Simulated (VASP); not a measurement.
A run of VASP 6.6.1 is set up as follows.

Contents of INCAR:

```
SYSTEM = Mg
PREC = Accurate
ENCUT = 520
EDIFF = 1E-7
ISMEAR = 0
SIGMA = 0.1
LREAL = .False.
LASPH = .True.
NELM = 60
ALGO = Normal
ISIF = 2
LWAVE = .False.
LCHARG = .True.
GGA = PE
LELF = .True.
LVHAR = .True.
NBANDS = 9
```

File KPOINTS:

```
Automatic mesh
0
Gamma
  15 15 8
  0 0 0
```

File POSCAR:

```
Mg
1.0
    3.1981353603      0.0000000000      0.0000000000
   -1.5990676801      2.7696664668      0.0000000000
    0.0000000000      0.0000000000      5.1140952049
Mg
2
Direct
    0.3333333333      0.6666666667      0.2500000000
    0.6666666667      0.3333333333      0.7500000000
```

Potentials or basis: VASP PAW PBE potentials, release 64 (Mg).

Run with:

```console
$ cat potpaw_PBE.64/Mg/POTCAR > POTCAR
$ mpirun -np 1 vasp_std > vasp.out
```

Task: Estimate the pressure.

Result: 0.3 GPa.

Task: Estimate the band gap on the k mesh.

Result: Zero (band 2 reaches 3.60 eV, above the bottom of band 3 at 1.61 eV).

Stress tensor (GPa, compression positive):
```
0.31 0.00 0.00
0.00 0.31 0.00
0.00 0.00 0.39
```

Caveat: the cell differs from its parent crystal (strained).
